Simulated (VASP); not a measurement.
Write the native input for VASP 6.6.1 that does the following.

| Item | Value |
| --- | --- |
| Task | single point |
| Functional | PBE |
| Potentials or basis | VASP PAW PBE potentials, release 64 (In_d, Ag, F) |
| Cutoff | 520 eV |
| k mesh | 6 × 6 × 4 |
| Occupations | gaussian, width 0.1 eV |
| Spin | collinear spin |
| Starting moments | [0.0, 1.0, 0.0, 0.0] μB |
| Dipole correction | no |
| Further INCAR settings | ALGO = Normal; EDIFF = 1e-07; NBANDS = 31 |

The structure of InAgF2 lies in POSCAR:

```
InAgF2
1.0
    3.4102466000      0.0000000000      0.0000000000
   -1.7051233000      2.9533601900      0.0000000000
    0.0000000000      0.0000000000      5.6175727200
In Ag F
1 1 2
Direct
    0.0000000000      0.0000000000      0.0000000000
    0.0000000000      0.0000000000      0.5000000000
    0.3333333300      0.6666666700      0.7587244300
    0.6666666700      0.3333333300      0.2412755700
```

One way to write it, as run:

INCAR

```
ALGO     = Normal         # electronic algorithm
EDIFF    = 1E-7           # SCF threshold, eV
ENCUT    = 520            # plane-wave cutoff, eV
GGA      = PE             # functional
ISIF     = 2              # what is computed and relaxed
ISMEAR   = 0              # smearing method
ISPIN    = 2              # spin polarisation
LASPH    = T              # aspherical terms in the spheres
LCHARG   = F              # write CHGCAR
LMAXMIX  = 4              # l up to which the mixer works
LORBIT   = 11             # projections on sites
LREAL    = F              # projectors in reciprocal space
LWAVE    = F              # write WAVECAR
MAGMOM   = 0 1 0 0        # initial moments
NBANDS   = 31             # bands
NELM     = 150            # most SCF steps
PREC     = Accurate       # precision mode
SIGMA    = 0.1            # smearing width, eV
```

KPOINTS

```
k-points
0
Gamma
  6 6 4
```

Potentials or basis: VASP PAW PBE potentials, release 64 (In_d, Ag, F).

Launch:

```bash
$ cat potpaw_PBE.64/In_d/POTCAR potpaw_PBE.64/Ag/POTCAR potpaw_PBE.64/F/POTCAR > POTCAR
$ mpirun -np 1 vasp_std > vasp.out
```

It gave:

```json
{
 "Pressure": "23.8 GPa",
 "Largest force": "0.721 eV/Å",
 "Band gap on the k mesh": "zero (filled and empty bands overlap)",
 "Net moment": "0.00 μB per cell",
 "Valence electrons inside the program's atomic spheres": "In 11.36; Ag 9.78; F 6.07"
}
```

Caveat: the cell stands under pressure; spin-orbit coupling is left out, which moves the levels of the heavy elements.

Wall time 3.8 min on 1 thread of AMD EPYC 7R13 (shared host), peak memory 0.24 GiB.
